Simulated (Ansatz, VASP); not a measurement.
One calculation of H4WO5, two programs

INCAR

```
SYSTEM = H4WO5
PREC = Accurate
ENCUT = 520
EDIFF = 1E-7
ISMEAR = 0
SIGMA = 0.01
LREAL = .FALSE.
LASPH = .TRUE.
NELM = 60
ALGO = Normal
ISIF = 2
LWAVE = .FALSE.
LCHARG = .FALSE.
GGA = PE
NBANDS = 35
```

Contents of KPOINTS:

```
Automatic mesh
0
G
  1 1 1
  0 0 0
```

POSCAR

```
H4WO5
1.0
   12.6900000000      0.0000000000      0.0000000000
    0.0000000000     13.1000000000      0.0000000000
    0.0000000000      0.0000000000     13.3000000000
W O H
1 5 4
Direct
    0.4606414500      0.4935137400      0.5333120300
    0.4454649300      0.4740610700      0.6615045100
    0.4581450000      0.4836847300      0.3891812000
    0.6100661900      0.4896458000      0.5339172900
    0.4002324700      0.6258206100      0.5301240600
    0.3756296300      0.3719274800      0.5162210500
    0.4304271100      0.4386267200      0.3383458600
    0.6455334900      0.4833435100      0.5981165400
    0.3800803800      0.6563748100      0.5936000000
    0.3546099300      0.3435114500      0.5804917300
```

Input for Ansatz:

```yaml
crystal:
  lattice:
    - [12.69, 0.0, 0.0]
    - [0.0, 13.1, 0.0]
    - [0.0, 0.0, 13.3]
  atoms:
    - { symbol: W, position: [0.46064145, 0.49351374, 0.53331203] }
    - { symbol: O, position: [0.44546493, 0.47406107, 0.66150451] }
    - { symbol: O, position: [0.458145, 0.48368473, 0.3891812] }
    - { symbol: H, position: [0.43042711, 0.43862672, 0.33834586] }
    - { symbol: O, position: [0.61006619, 0.4896458, 0.53391729] }
    - { symbol: H, position: [0.64553349, 0.48334351, 0.59811654] }
    - { symbol: O, position: [0.40023247, 0.62582061, 0.53012406] }
    - { symbol: H, position: [0.38008038, 0.65637481, 0.5936] }
    - { symbol: O, position: [0.37562963, 0.37192748, 0.51622105] }
    - { symbol: H, position: [0.35460993, 0.34351145, 0.58049173] }
basis:
  ecutwfc: 420
  ecutrho_ratio: 4
kpoints:
  mp_grid: { grid: [1, 1, 1] }
hamiltonian:
  xc: pbe
scf:
  occupations: { method: gaussian, width: 0.01 }
output:
  forces: true
  eigenvalues: true
  populations: true
```

Alike in both runs: task single point; functional PBE; k mesh 1 × 1 × 1; occupations gaussian, width 0.01 eV; no spin polarisation.

|  | VASP | Ansatz |
| --- | --- | --- |
| version | VASP 6.6.1 | Ansatz 0.2.0 |
| potentials or method | VASP PAW PBE potentials, release 64 (W_sv, O, H), cutoff 520 eV | scalar-relativistic, plane waves, PAW |
| valence electrons in the cell | 48 | 48 |

```csv
,VASP,Ansatz,Ansatz less VASP
gap on the k mesh at the Fermi level (eV),4.77,4.76,-0.003
rms of the force components (eV/Å),0.204,0.135,-0.0690
```

One of these differences is far larger than is usual between the two programs; its cause wasn't traced.

Spin-orbit coupling is off throughout.
